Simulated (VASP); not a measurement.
# Ca2BPb (P-6m2) in VASP: a series of runs, part 3 of 3

VASP 6.6.1.

### 6 Relaxation of cell and atoms, PBE

This run uses another cell than the first one, of 28.94 Å³/atom.

The input, INCAR:

```
PREC = Accurate
ENCUT = 600
EDIFF = 1E-7
ISMEAR = 0
SIGMA = 0.1
LREAL = False
LASPH = True
NELM = 80
ALGO = Fast
ISIF = 3
LWAVE = False
LCHARG = False
GGA = PE
IBRION = 2
NSW = 100
EDIFFG = -0.01
```

The input, KPOINTS:

```
regular mesh
0
Gamma
  12 12 6
```

The input, POSCAR:

```
Ca2BPb
1.0
    4.0319558670      0.0000000000      0.0000000000
   -2.0159779335      3.4917762078      0.0000000000
    0.0000000000      0.0000000000      8.2230982772
Ca B Pb
2 1 1
Direct
    0.3333333333      0.6666666667      0.7194054966
    0.3333333333      0.6666666667      0.2805945034
    0.6666666667      0.3333333333      0.0000000000
    0.0000000000      0.0000000000      0.0000000000
```

Potentials or basis: VASP PAW PBE potentials, release 64 (Ca_sv, B, Pb_d).

The run is started by

```
$ cat potpaw_PBE.64/Ca_sv/POTCAR potpaw_PBE.64/B/POTCAR potpaw_PBE.64/Pb_d/POTCAR > POTCAR
$ mpirun -np 1 vasp_std > vasp.out
```

OUTCAR:

```text
PREC = Accurate
   ENCUT = 600
   EDIFF = 1E-7
   ISMEAR = 0
   LREAL = False
   LASPH = True
   NELM = 80
   ISIF = 3
   GGA = PE
   IBRION = 2
   NSW = 100
   EDIFFG = -0.01

 ion  position               nearest neighbor table
   1  0.333  0.667  0.719-   4 3.28   4 3.28   4 3.28
   2  0.333  0.667  0.281-   4 3.28   4 3.28   4 3.28
   3  0.667  0.333  0.000-   4 2.33   4 2.33   4 2.33
   4  0.000  0.000  0.000-   3 2.33   3 2.33   3 2.33   1 3.28   2 3.28   1 3.28   2 3.28   1 3.28
                             2 3.28

  LATTYP: Found a hexagonal cell.
 ALAT       =     4.0319558670
 C/A-ratio  =     2.0394812216

  Lattice vectors:

 A1 = (   4.0319558670,   0.0000000000,   0.0000000000)
 A2 = (  -2.0159779335,   3.4917762078,   0.0000000000)
 A3 = (   0.0000000000,   0.0000000000,   8.2230982772)

Analysis of symmetry for initial positions (statically):
=====================================================================
 Subroutine PRICEL returns:
 Original cell was already a primitive cell.

 Routine SETGRP: Setting up the symmetry group for a
 hexagonal supercell.

 Subroutine GETGRP returns: Found 12 space group operations
 (whereof 12 operations were pure point group operations)
 out of a pool of 24 trial point group operations.

The static configuration has the point symmetry D_3h.

Analysis of symmetry for dynamics (positions and initial velocities):
=====================================================================
 Subroutine PRICEL returns:
 Original cell was already a primitive cell.

 Routine SETGRP: Setting up the symmetry group for a
 hexagonal supercell.

 Subroutine GETGRP returns: Found 12 space group operations
 (whereof 12 operations were pure point group operations)
 out of a pool of 24 trial point group operations.

The dynamic configuration has the point symmetry D_3h.
[... 128 lines left out ...]
   GGA     = PE    functional components
   LHFCALC =     F    Hartree Fock is set to
   AEXX    =    0.0000 exact exchange contribution
   IVDW    =     0    specifies the selected vdW correction
   LEPSILON=     F    determine dielectric tensor
   LRPA    =     F    only Hartree local field effects (RPA)
 conjugate gradient relaxation of ions
 non-spin polarized calculation
 RMM-DIIS sequential band-by-band and
 Gauss-broadening in eV      SIGMA  =   0.10
  energy-cutoff  :      600.00
  volume of cell :      115.77
 maximum number of plane-waves:      3888
   NGX = 17   NGY = 17   NGZ = 33

--------------------------------------- Ionic step        1  -------------------------------------------

 number of electron      37.0000000 magnetization

 Free energy of the ion-electron system (eV)
  ---------------------------------------------------
  ext. energy  EPLUGINS =         0.00000000
  ---------------------------------------------------
  free energy    TOTEN  =       -12.77801495 eV

  energy without entropy =      -12.76222963  energy(sigma->0) =      -12.77012229

------------------------ aborting loop because EDIFF is reached ----------------------------------------

  FORCE on cell =-STRESS in cart. coord.  units (eV):
  Direction    XX          YY          ZZ          XY          YZ          ZX
  --------------------------------------------------------------------------------------
  -------------------------------------------------------------------------------------
  Total       -0.3471888     -0.3471888     -0.0042961      0.0000000      0.0000000      0.0000000
  in kB       -4.8048361     -4.8048361     -0.0594546      0.0000000      0.0000000      0.0000000
  external PRESSURE =      -3.2230423 kB  Pullay stress =       0.0000000 kB
[... 139 lines left out ...]
--------------------------------------- Ionic step        5  -------------------------------------------

 number of electron      37.0000002 magnetization

 Free energy of the ion-electron system (eV)
  ---------------------------------------------------
  ext. energy  EPLUGINS =         0.00000000
  ---------------------------------------------------
  free energy    TOTEN  =       -12.78012290 eV

  energy without entropy =      -12.76488883  energy(sigma->0) =      -12.77250587

 E-fermi :   4.0201     XC(G=0):  -8.7261

 val. band max:        4.0067052914   @ k =   0.5000   0.0000   0.0000
 cond. band min:       4.0256868134   @ k =   0.5000   0.0000   0.1667
 fundamental gap:      0.0189815220
 Fermi energy:         4.0201034001

 k-point     1 :       0.0000    0.0000    0.0000
  band No.  band energies     occupation
      1     -38.0346      2.00000
      2     -38.0284      2.00000
      3     -19.1479      2.00000
      4     -19.0587      2.00000
      5     -18.9732      2.00000
      6     -18.9732      2.00000
[... 589 lines left out ...]
     21       5.4078      0.00000
     22       5.8358      0.00000

 [... further k-points ...]

------------------------ aborting loop because EDIFF is reached ----------------------------------------

  FORCE on cell =-STRESS in cart. coord.  units (eV):
  Direction    XX          YY          ZZ          XY          YZ          ZX
  --------------------------------------------------------------------------------------
  -------------------------------------------------------------------------------------
  Total        0.0262595      0.0262595      0.0105480      0.0000000     -0.0000000     -0.0000000
  in kB        0.3657047      0.3657047      0.1468970      0.0000000     -0.0000000     -0.0000000
  external PRESSURE =       0.2927688 kB  Pullay stress =       0.0000000 kB
[... 19 lines left out ...]
  FREE ENERGIE OF THE ION-ELECTRON SYSTEM (eV)
  ---------------------------------------------------
  free  energy   TOTEN  =       -12.7801229041 eV

  energy  without entropy=      -12.7648888309  energy(sigma->0) =      -12.77250587

 reached required accuracy - stopping structural energy minimisation
```

OSZICAR:

```text
N       E                     dE             d eps       ncg     rms          rms(c)
DAV:   1     0.401253939122E+03    0.40125E+03   -0.19244E+04  3344   0.181E+03
DAV:   2     0.179583216201E+02   -0.38330E+03   -0.37970E+03  3350   0.491E+02
DAV:   3    -0.118635895497E+02   -0.29822E+02   -0.29557E+02  5636   0.137E+02
[... 120 lines left out ...]
RMM:  15    -0.127801228075E+02   -0.45511E-06   -0.27958E-06  3334   0.701E-03    0.562E-03
RMM:  16    -0.127801228483E+02   -0.40802E-07   -0.20065E-06  3057   0.611E-03    0.534E-03
RMM:  17    -0.127801228659E+02   -0.17626E-07   -0.14669E-06  2874   0.517E-03    0.522E-03
RMM:  18    -0.127801228696E+02   -0.36798E-08   -0.10896E-06  2782   0.481E-03    0.484E-03
RMM:  19    -0.127801229041E+02   -0.34444E-07   -0.81819E-07  2815   0.454E-03
   5 F= -.12780123E+02 E0= -.12772506E+02  d E =-.448282E-03
```

CONTCAR:

```text
Ca2BPb
   1.00000000000000
     4.0086642370982748   -0.0000000000000000    0.0000000000000000
    -2.0043321185491374    3.4716050646088634   -0.0000000000000000
     0.0000000000000000   -0.0000000000000000    8.2667723302821638
  Ca              B               Pb
     2     1     1
Direct
     0.3333333332999970    0.6666666667000030    0.7198136215671814
     0.3333333332999970    0.6666666667000030    0.2801863784328185
     0.6666666667000030    0.3333333332999970    0.0000000000000000
     0.0000000000000000    0.0000000000000000    0.0000000000000000

  0.00000000E+00  0.00000000E+00  0.00000000E+00
  0.00000000E+00  0.00000000E+00  0.00000000E+00
  0.00000000E+00  0.00000000E+00  0.00000000E+00
  0.00000000E+00  0.00000000E+00  0.00000000E+00
```

Wall time 51 min (1 thread of Oxide Virtual Turin-like, shared host); peak memory 0.44 GiB.

What came out:

```
Free energy                           : -12.7801 eV
Relaxed volume                        : 28.76 Å³/atom
Relaxed cell                          : a = 4.009 Å, b = 4.009 Å, c = 8.267 Å, α = 90.00°, β = 90.00°, γ = 120.00°
Space group after relaxing (to 0.1 Å) : P-6m2 (No. 187)
Energy gained by relaxing             : 0.5 meV/atom
Ionic steps                           : 5
Pressure after relaxing               : 0.0 GPa
Band gap on the k mesh                : zero (an odd number of electrons rules out a gap without spin polarisation)
```

Forces on the atoms (eV/Å):
```
Ca   0.000  0.000  0.003
Ca   0.000  0.000 -0.003
B    0.000  0.000  0.000
Pb   0.000  0.000  0.000
```

Step by step:
```csv
step,energy change (eV),largest force (eV/Å),pressure (GPa),volume (Å³)
1,0.0000,0.0427,-0.32,115.77
2,-0.0016,0.0073,0.04,114.80
3,-0.0017,0.0037,0.08,114.70
4,-0.0019,0.0036,0.06,114.83
5,-0.0021,0.0025,0.03,115.04
```

Final structure:
```cif
data_structure
_symmetry_space_group_name_H-M 'P 1'
_symmetry_Int_Tables_number 1
_cell_length_a 4.0087
_cell_length_b 4.0087
_cell_length_c 8.2668
_cell_angle_alpha 90.000
_cell_angle_beta 90.000
_cell_angle_gamma 120.000
_cell_volume 115.04
loop_
_atom_site_label
_atom_site_type_symbol
_atom_site_fract_x
_atom_site_fract_y
_atom_site_fract_z
_atom_site_occupancy
Ca1 Ca 0.33333 0.66667 0.71981 1
Ca2 Ca 0.33333 0.66667 0.28019 1
B1 B 0.66667 0.33333 0.00000 1
Pb1 Pb 0.00000 0.00000 0.00000 1
```

Levels at points of the mesh, in eV from the Fermi level:
```
           k point  band 14  band 15  band 16  band 17  band 18  band 19  band 20  band 21  band 22
(0.00, 0.00, 0.00)   -11.86    -4.44    -2.54    -1.01    -1.01     0.03     0.82     1.01     1.94
(0.50, 0.00, 0.00)    -9.91    -7.47    -3.00    -2.24    -0.99    -0.07    -0.01     0.19     2.47
(0.00, 0.00, 0.50)   -11.85    -4.70    -1.37    -1.00    -1.00    -0.73     0.04     1.49     2.14
(0.50, 0.00, 0.50)    -9.91    -7.46    -3.00    -2.26    -1.32     0.04     0.07     1.20     1.66
```

Caveat: spin-orbit coupling is left out, which moves the levels of the heavy elements.

### 7 Overview

```tsv
task	cell	k mesh	cutoff (eV)	gap on the mesh (eV)	pressure (GPa)	relaxed volume (Å³/atom)	largest force (eV/Å)
single point	a = 4.108, b = 4.108, c = 5.423 Å, angles 90.0, 90.0, 120.0°, 4 atoms, atomic positions A	6 × 6 × 4	520	none	28.4	-	3.41
single point	a = 4.032, b = 4.032, c = 8.223 Å, angles 90.0, 90.0, 120.0°, 4 atoms, atomic positions B	6 × 6 × 4	520	none	0.0	-	0.01
relaxation of cell and atoms	relaxed from a = 4.108, b = 4.108, c = 5.423 Å, angles 90.0, 90.0, 120.0°, 4 atoms, atomic positions A	6 × 6 × 4	600	none	0.2	28.63	0.01
single point	a = 4.011, b = 4.011, c = 8.258 Å, angles 90.0, 90.0, 120.0°, 4 atoms, atomic positions B	12 × 12 × 6	520	none	0.0	-	0.01
relaxation of cell and atoms	relaxed from a = 4.032, b = 4.032, c = 8.223 Å, angles 90.0, 90.0, 120.0°, 4 atoms, atomic positions B	12 × 12 × 6	600	none	0.0	28.76	-
```

Alike in all rows: level PBE; potentials or basis VASP PAW PBE potentials, release 64 (Ca_sv, B, Pb_d); no spin polarisation; smearing gaussian 0.1 eV.

Caveats: spin-orbit coupling is left out, which moves the levels of the heavy elements; the cell stands under pressure (at least some runs); forces of over 1 eV/Å act on the atoms, so gaps and moduli don't describe the material at rest (at least some runs); the volume moved by over 15 % at a fixed basis, so the end points are rough (at least some runs).

Total energies depend on the potentials used, so only differences within one code and one set of settings carry meaning.
